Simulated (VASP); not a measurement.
# InSe (R3m) in VASP: further runs

InSe is run at these levels: PBE, r2SCAN; tasks: single point.

Program: VASP 6.6.1. These are calculated values, not measurements. Logs are shortened: lines on timing, memory, paths and dates and some standing lists are left out, and cuts for length are marked.

**The experiment to reproduce.**

“The Interaction of Hydrogen with the van der Waals Crystal γ-InSe”, 2020, pmc:7321205 reports, for a bulk crystal of InSe at 300 K: band gap 1.25 eV.

The runs below are set against these values where they give the same quantity.

### 1 The cell of the first run

Symmetry: R3m, No. 160, trigonal system. The conventional cell has a = 4.021 Å, b = 4.021 Å, c = 25.232 Å, α = 90.00°, β = 90.00°, γ = 120.00°. In (site symmetry 3m) has 3 Se at 2.64 Å and 1 In at 2.79 Å within 3.5 Å. In (site symmetry 3m) has 3 Se at 2.64 Å and 1 In at 2.79 Å within 3.5 Å. Se (site symmetry 3m) has 3 In at 2.64 Å within 3.5 Å. Se (site symmetry 3m) has 3 In at 2.64 Å within 3.5 Å.

### 2 Single point, PBE

INCAR reads:

```
SYSTEM = InSe
PREC = Accurate ; ENCUT = 520
EDIFF = 1E-6 ; ISMEAR = 0
SIGMA = 0.01 ; LREAL = .False.
LASPH = .True. ; NELM = 80
ALGO = Normal ; ISIF = 2
LWAVE = .False. ; LCHARG = .True.
GGA = PE ; LELF = .True.
LVHAR = .True. ; NBANDS = 27
```

KPOINTS reads:

```
regular mesh
0
Gamma
  8 8 8
  0 0 0
```

POSCAR reads:

```
InSe
1.0
    2.0105578912      1.1607961397      8.4106660258
   -2.0105578912      1.1607961397      8.4106660258
    0.0000000000     -2.3215922794      8.4106660258
In Se
2 2
Direct
    0.0004771580      0.0004771580      0.0004771580
    0.1108703951      0.1108703951      0.1108703951
    0.6169580850      0.6169580850      0.6169580850
    0.8276943619      0.8276943619      0.8276943619
```

Potentials or basis: VASP PAW PBE potentials, release 64 (In_d, Se).

Command:

```bash
> cat potpaw_PBE.64/In_d/POTCAR potpaw_PBE.64/Se/POTCAR > POTCAR
> mpirun -np 1 vasp_std > vasp.out
```

OUTCAR:

```text
SYSTEM = InSe
   PREC = Accurate
   ENCUT = 520
   EDIFF = 1E-6
   ISMEAR = 0
   LREAL = .False.
   LASPH = .True.
   NELM = 80
   ISIF = 2
   GGA = PE

 ion  position               nearest neighbor table
   1  0.000  0.000  0.000-   3 2.64   3 2.64   3 2.64   2 2.79
   2  0.111  0.111  0.111-   4 2.64   4 2.64   4 2.64   1 2.79
   3  0.617  0.617  0.617-   1 2.64   1 2.64   1 2.64
   4  0.828  0.828  0.828-   2 2.64   2 2.64   2 2.64

  LATTYP: Found a trigonal (rhomboedric) cell.
 ALAT       =     8.7251987776
 COS(alpha) =     0.8938029382

  Lattice vectors:

 A1 = (   2.0105578912,   1.1607961397,   8.4106660258)
 A2 = (  -2.0105578912,   1.1607961397,   8.4106660258)
 A3 = (   0.0000000000,  -2.3215922794,   8.4106660258)

Analysis of symmetry for initial positions (statically):
=====================================================================
 Subroutine PRICEL returns:
 Original cell was already a primitive cell.

 Routine SETGRP: Setting up the symmetry group for a
 trigonal (rhombohedral) supercell.

 Subroutine GETGRP returns: Found  6 space group operations
 (whereof  6 operations were pure point group operations)
 out of a pool of 12 trial point group operations.

The static configuration has the point symmetry C_3v.

Analysis of symmetry for dynamics (positions and initial velocities):
=====================================================================
 Subroutine PRICEL returns:
 Original cell was already a primitive cell.

 Routine SETGRP: Setting up the symmetry group for a
 trigonal (rhombohedral) supercell.

 Subroutine GETGRP returns: Found  6 space group operations
 (whereof  6 operations were pure point group operations)
 out of a pool of 12 trial point group operations.

The dynamic configuration has the point symmetry C_3v.

 Subroutine INISYM returns: Found  6 space group operations
 (whereof  6 operations are pure point group operations),
 and found     1 'primitive' translations

----------------------------------------------------------------------------------------

                                     Primitive cell

  volume of cell :     117.7753

  direct lattice vectors                    reciprocal lattice vectors
     2.010557891  1.160796140  8.410666026     0.248687194  0.143579618  0.039632216
    -2.010557891  1.160796140  8.410666026    -0.248687194  0.143579618  0.039632216
     0.000000000 -2.321592279  8.410666026     0.000000000 -0.287159237  0.039632216

  length of vectors
     8.725198778  8.725198778  8.725198778     0.289881251  0.289881251  0.289881251

[... 79 lines left out ...]
   LNONCOLLINEAR =      F non collinear calculations
   LSORBIT =      F    spin-orbit coupling
   LASPH  =      T    aspherical Exc in radial PAW
   ENCUT  =  520.0 eV  38.22 Ry    6.18 a.u.  16.22 16.22 16.22*2*pi/ulx,y,z
   NELM   =     80;   NELMIN=  2; NELMDL= -5     # of ELM steps
   EDIFF  = 0.1E-05   stopping-criterion for ELM
   LREAL  =      F    real-space projection
[... 7 lines left out ...]
   TEBEG  =    0.0;   TEEND  =   0.0 temperature during run
   PSTRESS=    0.0 pullay stress
   NELECT =      38.0000    total number of electrons
   NUPDOWN=      -1.0000    fix difference up-down
   EMIN   =  10.00;   EMAX   =-10.00  energy-range for DOS
   EFERMI =   0.00;   METHOD = LEGACY
   ISMEAR =     0;   SIGMA  =   0.01  broadening in eV -4-tet -1-fermi 0-gaus
   EFERMI_NEDOS =   21; number of points for ismear=-14 and -15
   IALGO  =     38    algorithm
   IMIX   =      4    mixing-type and parameters
     AMIX     =   0.40;   BMIX     =  1.00
     AMIX_MAG =   1.60;   BMIX_MAG =  1.00
  volume/ion in A,a.u.               =      29.44       198.70
  Fermi-wavevector in a.u.,A,eV,Ry     =   1.122840  2.121860 17.153820  1.260770
  Thomas-Fermi vector in A             =   2.259503
   LORBIT       =      0    0 simple, 1 ext, 2 COOP (PROOUT), +10 PAW based schemes
   GGA     = PE    functional components
   LHFCALC =     F    Hartree Fock is set to
   AEXX    =    0.0000 exact exchange contribution
   IVDW    =     0    specifies the selected vdW correction
   LEPSILON=     F    determine dielectric tensor
   LRPA    =     F    only Hartree local field effects (RPA)
 non-spin polarized calculation
 Gauss-broadening in eV      SIGMA  =   0.01
  energy-cutoff  :      520.00
  volume of cell :      117.78
 maximum number of plane-waves:      3199
 NGX is ok and might be reduce to    70
   NGX = 33   NGY = 33   NGZ = 33

 number of electron      38.0000001 magnetization

 Free energy of the ion-electron system (eV)
  ---------------------------------------------------
  ext. energy  EPLUGINS =         0.00000000
  ---------------------------------------------------
  free energy    TOTEN  =       -14.15486387 eV

  energy without entropy =      -14.15486387  energy(sigma->0) =      -14.15486387

 E-fermi :   4.1236     XC(G=0):  -8.8691

 val. band max:        4.0535385691   @ k =   0.5000   0.5000   0.5000
 cond. band min:       4.4396391940   @ k =   0.5000   0.5000   0.5000
 fundamental gap:      0.3861006249
 Fermi energy:         4.1235617573

 k-point     1 :       0.0000    0.0000    0.0000
  band No.  band energies     occupation
      1     -10.7740      2.00000
      2     -10.5841      2.00000
      3     -10.5841      2.00000
      4     -10.4995      2.00000
      5     -10.4995      2.00000
      6     -10.4883      2.00000
[... 709 lines left out ...]
     26      10.4847      0.00000
     27      10.9396      0.00000

 [... further k-points ...]

------------------------ aborting loop because EDIFF is reached ----------------------------------------

  FORCE on cell =-STRESS in cart. coord.  units (eV):
  Direction    XX          YY          ZZ          XY          YZ          ZX
  --------------------------------------------------------------------------------------
  -------------------------------------------------------------------------------------
  Total        1.8458423      1.8458423      1.7660083     -0.0000000      0.0000000      0.0000000
  in kB       25.1102476     25.1102476     24.0242116     -0.0000000      0.0000000      0.0000000
  external PRESSURE =      24.7482356 kB  Pullay stress =       0.0000000 kB

 VOLUME and BASIS-vectors are now :
 -----------------------------------------------------------------------------
  energy-cutoff  :      520.00
  volume of cell :      117.78
      direct lattice vectors                 reciprocal lattice vectors
     2.010557891  1.160796140  8.410666026     0.248687194  0.143579618  0.039632216
    -2.010557891  1.160796140  8.410666026    -0.248687194  0.143579618  0.039632216
     0.000000000 -2.321592279  8.410666026     0.000000000 -0.287159237  0.039632216

 POSITION                                       TOTAL-FORCE (eV/Angst)
 -----------------------------------------------------------------------------------
      0.00000      0.00000      0.01204         0.000000     -0.000000      0.128958
      0.00000      0.00000      2.79748         0.000000     -0.000000     -0.129083
      0.00000      0.00000     15.56709         0.000000      0.000000     -0.210385
      0.00000      0.00000     20.88438         0.000000      0.000000      0.210510
 -----------------------------------------------------------------------------------
    total drift:                               -0.000000      0.000000      0.000109

  FREE ENERGIE OF THE ION-ELECTRON SYSTEM (eV)
  ---------------------------------------------------
  free  energy   TOTEN  =       -14.1548638742 eV

  energy  without entropy=      -14.1548638742  energy(sigma->0) =      -14.15486387
```

OSZICAR:

```text
N       E                     dE             d eps       ncg     rms          rms(c)
DAV:   1     0.338979680246E+03    0.33898E+03   -0.17252E+04  3510   0.154E+03
DAV:   2     0.255646435859E+02   -0.31342E+03   -0.30390E+03  3545   0.384E+02
DAV:   3    -0.128063833684E+02   -0.38371E+02   -0.37754E+02  4434   0.145E+02
DAV:   4    -0.145340420663E+02   -0.17277E+01   -0.17224E+01  4212   0.316E+01
DAV:   5    -0.146057249917E+02   -0.71683E-01   -0.71672E-01  5208   0.625E+00    0.658E+00
DAV:   6    -0.141690081303E+02    0.43672E+00   -0.85426E-01  4924   0.148E+01    0.406E+00
DAV:   7    -0.141541288860E+02    0.14879E-01   -0.36319E-01  4843   0.401E+00    0.124E+00
DAV:   8    -0.141534556415E+02    0.67324E-03   -0.30309E-02  5267   0.192E+00    0.563E-01
DAV:   9    -0.141546766206E+02   -0.12210E-02   -0.58804E-03  4388   0.605E-01    0.153E-01
DAV:  10    -0.141547336198E+02   -0.56999E-04   -0.37166E-04  4753   0.140E-01    0.807E-02
DAV:  11    -0.141548610854E+02   -0.12747E-03   -0.18561E-04  4243   0.105E-01    0.241E-02
DAV:  12    -0.141548583817E+02    0.27038E-05   -0.16311E-05  5243   0.382E-02    0.152E-02
DAV:  13    -0.141548626117E+02   -0.42300E-05   -0.70658E-06  3379   0.162E-02    0.782E-03
DAV:  14    -0.141548638040E+02   -0.11923E-05   -0.35088E-06  3336   0.206E-02    0.272E-03
DAV:  15    -0.141548638742E+02   -0.70257E-07   -0.24428E-07  2259   0.641E-03
   1 F= -.14154864E+02 E0= -.14154864E+02  d E =-.559274E-26
```

stdout:

```text
POSCAR found type information on POSCAR InSe
 POSCAR found :  2 types and       4 ions
 scaLAPACK will be used
 LDA part: xc-table for (Slater+PW92), standard interpolation
 POSCAR, INCAR and KPOINTS ok, starting setup
 FFT: planning ... GRIDC
 FFT: planning ... GRID_SOFT
 FFT: planning ... GRID
 WAVECAR not read
 entering main loop
```

Run time: 8.1 min. Hardware: 1 thread of Intel Xeon 6975P-C (Granite Rapids), shared host; peak memory 0.72 GiB.

Results:

- Free energy: -14.1549 eV
- Pressure: 2.5 GPa
- Largest force: 0.211 eV/Å
- Band gap on the k mesh: 0.39 eV

Forces in eV/Å, atoms in the order of the input:
```
In   0.000  0.000  0.129
In   0.000  0.000 -0.129
Se   0.000  0.000 -0.210
Se   0.000  0.000  0.211
```

Stress tensor (GPa, compression positive):
```
2.51 0.00 0.00
0.00 2.51 0.00
0.00 0.00 2.40
```

Levels at points of the mesh, in eV from the valence-band top:
```
           k point  band 17  band 18  band 19  band 20  band 21  band 22
(0.00, 0.00, 0.00)    -1.34    -1.25    -1.25     1.62     2.05     4.29
(0.50, 0.00, 0.00)    -2.35    -2.26    -1.68     1.19     1.94     3.68
(0.50, 0.50, 0.00)    -2.52    -2.07    -1.52     1.19     1.94     3.33
(0.50, 0.50, 0.50)    -1.17    -1.17     0.00     0.39     2.09     4.21
```

Caveat: spin-orbit coupling is left out, which moves the levels of the heavy elements. A k mesh can miss the band edges.

### 3 Single point, r2SCAN

POSCAR is that of step 2.

INCAR.step1 reads:

```
PREC     = Accurate       # precision mode
ENCUT    = 520            # plane-wave cutoff, eV
ISMEAR   = 0              # smearing method
SIGMA    = 0.01           # smearing width, eV
LREAL    = F              # projectors in reciprocal space
LASPH    = T              # aspherical terms in the spheres
NELM     = 80             # most SCF steps
NBANDS   = 27             # bands
GGA      = PE             # functional
ALGO     = Normal         # electronic algorithm
EDIFF    = 1E-4           # SCF threshold, eV
LWAVE    = T              # write WAVECAR
LCHARG   = F              # write CHGCAR
```

INCAR.step2 reads:

```
PREC     = Accurate       # precision mode
ENCUT    = 520            # plane-wave cutoff, eV
EDIFF    = 1E-7           # SCF threshold, eV
ISMEAR   = 0              # smearing method
SIGMA    = 0.01           # smearing width, eV
LREAL    = F              # projectors in reciprocal space
LASPH    = T              # aspherical terms in the spheres
NELM     = 80             # most SCF steps
ALGO     = Normal         # electronic algorithm
ISIF     = 2              # what is computed and relaxed
LWAVE    = F              # write WAVECAR
LCHARG   = F              # write CHGCAR
METAGGA  = R2SCAN         # meta-GGA
LMIXTAU  = T            
NBANDS   = 27             # bands
ISTART   = 1
```

KPOINTS reads:

```
Automatic mesh
0
Gamma
  8 8 8
```

Potentials or basis: VASP PAW PBE potentials, release 64 (In_d, Se).

Command:

```bash
> cat potpaw_PBE.64/In_d/POTCAR potpaw_PBE.64/Se/POTCAR > POTCAR
> cp INCAR.step1 INCAR
> mpirun -np 1 vasp_std > vasp.out
> cp INCAR.step2 INCAR
> mpirun -np 1 vasp_std > vasp.out
```

OUTCAR:

```text
PREC = Accurate
   ENCUT = 520
   EDIFF = 1E-7
   ISMEAR = 0
   LREAL = F
   LASPH = T
   NELM = 80
   ISIF = 2
   METAGGA = R2SCAN
   ISTART = 1

 ion  position               nearest neighbor table
   1  0.000  0.000  0.000-   3 2.64   3 2.64   3 2.64   2 2.79
   2  0.111  0.111  0.111-   4 2.64   4 2.64   4 2.64   1 2.79
   3  0.617  0.617  0.617-   1 2.64   1 2.64   1 2.64
   4  0.828  0.828  0.828-   2 2.64   2 2.64   2 2.64

  LATTYP: Found a trigonal (rhomboedric) cell.
[... 920 lines left out ...]
  Direction    XX          YY          ZZ          XY          YZ          ZX
  --------------------------------------------------------------------------------------
  -------------------------------------------------------------------------------------
  Total        0.5882347      0.5882347      0.6084053      0.0000000      0.0000000      0.0000000
  in kB        8.0021566      8.0021566      8.2765508      0.0000000      0.0000000      0.0000000
  external PRESSURE =       8.0936214 kB  Pullay stress =       0.0000000 kB

 VOLUME and BASIS-vectors are now :
 -----------------------------------------------------------------------------
  energy-cutoff  :      520.00
  volume of cell :      117.78
      direct lattice vectors                 reciprocal lattice vectors
     2.010557891  1.160796140  8.410666026     0.248687194  0.143579618  0.039632216
    -2.010557891  1.160796140  8.410666026    -0.248687194  0.143579618  0.039632216
     0.000000000 -2.321592279  8.410666026     0.000000000 -0.287159237  0.039632216

 POSITION                                       TOTAL-FORCE (eV/Angst)
 -----------------------------------------------------------------------------------
      0.00000      0.00000      0.01204         0.000000      0.000000     -0.002043
      0.00000      0.00000      2.79748         0.000000     -0.000000      0.001539
      0.00000      0.00000     15.56709         0.000000      0.000000      0.014281
      0.00000      0.00000     20.88438         0.000000      0.000000     -0.013777
 -----------------------------------------------------------------------------------
    total drift:                                0.000000      0.000000      0.000233

  FREE ENERGIE OF THE ION-ELECTRON SYSTEM (eV)
  ---------------------------------------------------
  free  energy   TOTEN  =       -76.4669421257 eV

  energy  without entropy=      -76.4669421257  energy(sigma->0) =      -76.46694213
```

OUTCAR.step1:

```text
PREC = Accurate
   ENCUT = 520
   ISMEAR = 0
   LREAL = F
[... 950 lines left out ...]
      0.00000      0.00000      0.01204         0.000000     -0.000000      0.131710
      0.00000      0.00000      2.79748         0.000000     -0.000000     -0.132110
      0.00000      0.00000     15.56709         0.000000     -0.000000     -0.210650
      0.00000      0.00000     20.88438         0.000000      0.000000      0.211050
 -----------------------------------------------------------------------------------
    total drift:                               -0.000000      0.000000     -0.000525

  FREE ENERGIE OF THE ION-ELECTRON SYSTEM (eV)
  ---------------------------------------------------
  free  energy   TOTEN  =       -14.1547331728 eV

  energy  without entropy=      -14.1547331728  energy(sigma->0) =      -14.15473317
```

OSZICAR.step1:

```text
N       E                     dE             d eps       ncg     rms          rms(c)
DAV:   1     0.338979680246E+03    0.33898E+03   -0.17252E+04  3510   0.154E+03
DAV:   2     0.255646435859E+02   -0.31342E+03   -0.30390E+03  3545   0.384E+02
DAV:   3    -0.128063833684E+02   -0.38371E+02   -0.37754E+02  4434   0.145E+02
DAV:   4    -0.145340420663E+02   -0.17277E+01   -0.17224E+01  4212   0.316E+01
DAV:   5    -0.146057249917E+02   -0.71683E-01   -0.71672E-01  5208   0.625E+00    0.658E+00
DAV:   6    -0.141690081303E+02    0.43672E+00   -0.85426E-01  4924   0.148E+01    0.406E+00
DAV:   7    -0.141541288860E+02    0.14879E-01   -0.36319E-01  4843   0.401E+00    0.124E+00
DAV:   8    -0.141534556415E+02    0.67324E-03   -0.30309E-02  5267   0.192E+00    0.563E-01
DAV:   9    -0.141546766206E+02   -0.12210E-02   -0.58804E-03  4388   0.605E-01    0.153E-01
DAV:  10    -0.141547331728E+02   -0.56552E-04   -0.36719E-04  4425   0.140E-01
   1 F= -.14154733E+02 E0= -.14154733E+02  d E =-.324951E-24
```

Wall time 45 min (1 thread of Intel Xeon 6975P-C (Granite Rapids), shared host); peak memory 0.86 GiB.

What came out:

```yaml
Free_energy: -76.4669 eV
Pressure: 0.8 GPa
Largest_force: 0.014 eV/Å
Band_gap_on_the_k_mesh: 0.81 eV
```

Forces in eV/Å, atoms in the order of the input:
```
In   0.000  0.000 -0.002
In   0.000  0.000  0.002
Se   0.000  0.000  0.014
Se   0.000  0.000 -0.014
```

Caveat: the PAW data sets were made with another functional, which shifts forces and pressure a little; spin-orbit coupling is left out, which moves the levels of the heavy elements.

### 4 Comparison with measurements

Step 3. Measured gap of InSe: 1.25 eV (300 K; “The Interaction of Hydrogen with the van der Waals Crystal γ-InSe”, 2020, pmc:7321205). This calculation gives 0.81 eV (-0.44 eV). Spin-orbit coupling on In, Se is left out. The value is that of r2SCAN on a finite k mesh, which can miss the band edges, without temperature or zero-point motion.
